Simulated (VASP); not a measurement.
Ta3N5, 16 atoms in the cell. The structure is orthorhombic, space group Cmcm (No. 63). The conventional cell has a = 3.878 Å, b = 10.215 Å, c = 10.237 Å, α = 90.00°, β = 90.00°, γ = 90.00°. Ta (site symmetry m2m) has 6 N at 2.04 to 2.13 Å within 2.7 Å. Within 2.6 Å of Ta (site symmetry m) lie 6 N at 1.95 to 2.24 Å. Within 2.7 Å of N (site symmetry m2m) lie 4 Ta at 2.05 to 2.21 Å and 4 N at 2.69 Å. Within 2.8 Å of N (site symmetry m) lie 3 Ta at 1.95 to 2.04 Å and 3 N at 2.64 to 2.72 Å. N (site symmetry m) has 4 Ta at 2.03 to 2.24 Å and 5 N at 2.69 to 2.73 Å within 2.8 Å. 

* Program: VASP 6.6.1
* Task: single point
* Functional: PBEsol
* Potentials or basis: VASP PAW PBE potentials, release 64 (Ta_pv, N)
* Cutoff: 520 eV
* k mesh: 8 × 8 × 4
* Occupations: gaussian, width 0.01 eV
* Spin: no spin polarisation
* Dipole correction: no
* Further INCAR settings: LREAL = Auto; ALGO = Normal; EDIFF = 1e-06; NBANDS = 72

Potentials or basis: VASP PAW PBE potentials, release 64 (Ta_pv, N).

Command:

```bash
$ cat potpaw_PBE.64/Ta_pv/POTCAR potpaw_PBE.64/N/POTCAR > POTCAR
$ mpirun -np 1 vasp_std > vasp.out
```

Hardware: 1 thread of Oxide Virtual Turin-like Processor, with other jobs on the host.

How long does it take, and how much memory?

Run time: 62 min on 1 thread of Oxide Virtual Turin-like Processor (shared host), peak memory 0.69 GiB. Counts: scf iterations 15, k points 63.
